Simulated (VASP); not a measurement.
MoP:

```xyz
2
Lattice="3.2230 0.0000 0.0000 -1.6115 2.7912 0.0000 0.0000 0.0000 3.1910" Properties=species:S:1:pos:R:3 pbc="T T T"
Mo    0.0000    0.0000    0.0000
P     0.0000    1.8608    1.5955
```

- Program: VASP 6.6.1
- Task: relaxation of cell and atoms
- Functional: PBEsol
- Potentials or basis: VASP PAW PBE potentials, release 64 (Mo_sv, P)
- Cutoff: 500 eV
- k mesh: 18 × 18 × 14
- Occupations: gaussian, width 0.1 eV
- Spin: no spin polarisation

At the start: pressure -3.3 GPa; volume 14.35 Å³/atom.

**Question.** Where does the relaxation end?

**Answer.** Over 5 steps the energy falls by 2.2 meV/atom and the volume is 14.15 Å³/atom (-1.4 %); space group P-6m2 (No. 187, to 0.05 Å).

Step by step:
| step | energy change (eV) | largest force (eV/Å) | pressure (GPa) | volume (Å³) |
| --- | --- | --- | --- | --- |
| 1 | 0.0000 | 0.0000 | -3.34 | 28.71 |
| 2 | 0.0156 | 0.0000 | 7.74 | 27.48 |
| 3 | -0.0043 | 0.0000 | -0.05 | 28.31 |
| 4 | -0.0043 | 0.0000 | 0.02 | 28.30 |
| 5 | -0.0043 | 0.0000 | 0.04 | 28.30 |

Final structure:
```yaml
crystal:
  lattice:
    - [3.20771, 0.00000, 0.00000]
    - [-1.60385, 2.77796, 0.00000]
    - [0.00000, 0.00000, 3.17540]
  atoms:
    - { symbol: Mo, position: [0.00000, 0.00000, 0.00000] }
    - { symbol: P, position: [0.33333, 0.66667, 0.50000] }
```

Caveat: the PAW data sets were made with another functional, which shifts forces and pressure a little.
